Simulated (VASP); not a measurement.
A run of VASP 6.6.1 is set up as follows.

Contents of INCAR:

```
SYSTEM = InSe
PREC = Accurate
ENCUT = 520
EDIFF = 1E-6
ISMEAR = -1
SIGMA = 0.05
LREAL = .FALSE.
LASPH = .TRUE.
NELM = 80
ALGO = Normal
ISIF = 2
LWAVE = .FALSE.
LCHARG = .TRUE.
GGA = RP
IVDW = 13
LELF = .TRUE.
LVHAR = .TRUE.
NBANDS = 27
```

KPOINTS

```
regular mesh
0
G
  8 8 8
  0 0 0
```

The input POSCAR:

```
InSe
1.0
    2.0107625542      1.1609143019      8.1632941713
   -2.0107625542      1.1609143019      8.1632941713
    0.0000000000     -2.3218286039      8.1632941713
In Se
2 2
Direct
    0.8872530225      0.8872530225      0.8872530225
    0.0013210079      0.0013210079      0.0013210079
    0.1674865554      0.1674865554      0.1674865554
    0.3879394142      0.3879394142      0.3879394142
```

Potentials or basis: VASP PAW PBE potentials, release 64 (In_d, Se).

The run is started by

```sh
$ cat potpaw_PBE.64/In_d/POTCAR potpaw_PBE.64/Se/POTCAR > POTCAR
$ mpirun -np 1 vasp_std > vasp.out
```

(1) Predict the dispersion energy per atom.

(2) What does it give for the largest force?

(3) Predict the band gap on the k mesh.

Answers

(1) -0.602 eV.

(2) 0.015 eV/Å.

(3) 0.40 eV.

Caveat: semilocal functionals underestimate gaps, and a narrow one can read as zero; the PAW data sets were made with another functional, which shifts forces and pressure a little; spin-orbit coupling is left out, which moves the levels of the heavy elements.

**Measured values to compare with.**

From “The Interaction of Hydrogen with the van der Waals Crystal γ-InSe”, 2020, pmc:7321205, for a bulk crystal of InSe at 300 K: band gap 1.25 eV.

A measured gap of InSe is 1.25 eV (300 K; “The Interaction of Hydrogen with the van der Waals Crystal γ-InSe”, 2020, pmc:7321205); the calculated 0.40 eV misses it by -0.85 eV. Spin-orbit coupling on In, Se is left out. The value is that of RPBE+D4 on a finite k mesh, which can miss the band edges, without temperature or zero-point motion. Semilocal functionals fall short of measured gaps as a rule.
